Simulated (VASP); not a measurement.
## Ti3N3F: single point with PBE

Ti3N3F, a slab with vacuum:

```
N Ti F
1.0
     3.00286    0.00000    0.00000
    -1.50143    2.60055    0.00000
     0.00000    0.00000   21.55415
N Ti F
3 3 1
Direct
  0.33333 0.66667 0.18558
  0.00000 0.00000 0.29933
  0.66667 0.33333 0.41473
  0.66667 0.33333 0.24245
  0.33333 0.66667 0.35751
  0.00000 0.00000 0.46646
  0.33333 0.66667 0.52567
```

```
Program                : VASP 6.6.1
Task                   : single point
Functional             : PBE
Potentials or basis    : VASP PAW PBE potentials, release 64 (N, Ti_sv, F)
Cutoff                 : 520 eV
k mesh                 : 9 × 9 × 1
Occupations            : gaussian, width 0.1 eV
Spin                   : no spin polarisation
Dipole correction      : yes
Further INCAR settings : ALGO = Normal; EDIFF = 1e-06; NBANDS = 38
```

```
Largest force          : 5.462 eV/Å
Band gap on the k mesh : zero (bands 29 and 30 overlap by 0.39 eV)
```

Forces on the atoms (eV/Å):
```
N    0.000  0.000  4.195
N    0.000  0.000  1.182
N    0.000  0.000  0.095
Ti   0.000  0.000 -5.462
Ti   0.000  0.000  0.275
Ti   0.000  0.000 -0.318
F    0.000  0.000  0.032
```

Levels at points of the mesh, in eV from the Fermi level:
```tsv
k point	band 26	band 27	band 28	band 29	band 30	band 31	band 32	band 33
(0.00, 0.00, 0.00)	-1.10	-0.41	-0.41	0.04	0.04	0.29	1.08	1.08
```

It took 4.4 min on 1 thread of Oxide Virtual Turin-like Processor, on a shared host, peak memory 0.29 GiB.
